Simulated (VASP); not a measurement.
LiNbO3: single point with PBE

The system is LiNbO3.

```
CELL_PARAMETERS angstrom
2.63696 1.52245 4.52449
-2.63696 1.52245 4.52449
0.00000 -3.04490 4.52449
ATOMIC_POSITIONS crystal
Li 0.28159 0.28159 0.28159
Li 0.78159 0.78159 0.78159
Nb 0.00049 0.00049 0.00049
Nb 0.50049 0.50049 0.50049
O 0.11046 0.35803 0.72110
O 0.72110 0.11046 0.35803
O 0.35803 0.72110 0.11046
O 0.22110 0.85803 0.61046
O 0.85803 0.61046 0.22110
O 0.61046 0.22110 0.85803
```

This cell differs from its parent crystal: volume 10.899 Å^3 an atom, c/a of the conventional cell 2.5737.

| Quantity | Value |
| --- | --- |
| Program | VASP 6.6.1 |
| Task | single point |
| Functional | PBE |
| Potentials or basis | VASP PAW PBE potentials, release 64 (Li_sv, Nb_sv, O) |
| Cutoff | 520 eV |
| k mesh | 6 × 6 × 6 |
| Occupations | gaussian, width 0.05 eV |
| Spin | no spin polarisation |

```yaml
Largest_force: 0.170 eV/Å
Band_gap_on_the_k_mesh: 3.49 eV, indirect (least direct gap 3.57 eV)
```

Forces in eV/Å, atoms in the order of the input:
```
Li   0.000  0.000 -0.073
Li   0.000  0.000 -0.073
Nb   0.000  0.000  0.091
Nb   0.000  0.000  0.091
O    0.155 -0.068 -0.006
O   -0.018  0.168 -0.006
O   -0.137 -0.100 -0.006
O    0.137 -0.100 -0.006
O   -0.155 -0.068 -0.006
O    0.018  0.168 -0.006
```

Levels at points of the mesh, in eV from the valence-band top:
```csv
k point,band 31,band 32,band 33,band 34,band 35,band 36,band 37,band 38
"(0.00, 0.00, 0.00)",-0.48,-0.46,-0.02,-0.02,3.55,3.55,3.84,5.01
"(0.50, 0.00, 0.00)",-0.26,-0.26,-0.17,-0.17,3.79,3.79,4.57,4.57
"(0.50, 0.50, 0.00)",-0.68,-0.56,-0.50,-0.20,3.59,4.04,4.49,4.54
"(0.50, 0.50, 0.50)",-0.35,-0.35,-0.35,-0.35,4.38,4.38,4.70,4.70
```

It took 5 min on 1 thread of Intel(R) Xeon(R) 6975P-C (Granite Rapids), on a shared host, peak memory 0.32 GiB.

 A k mesh can miss the band edges.
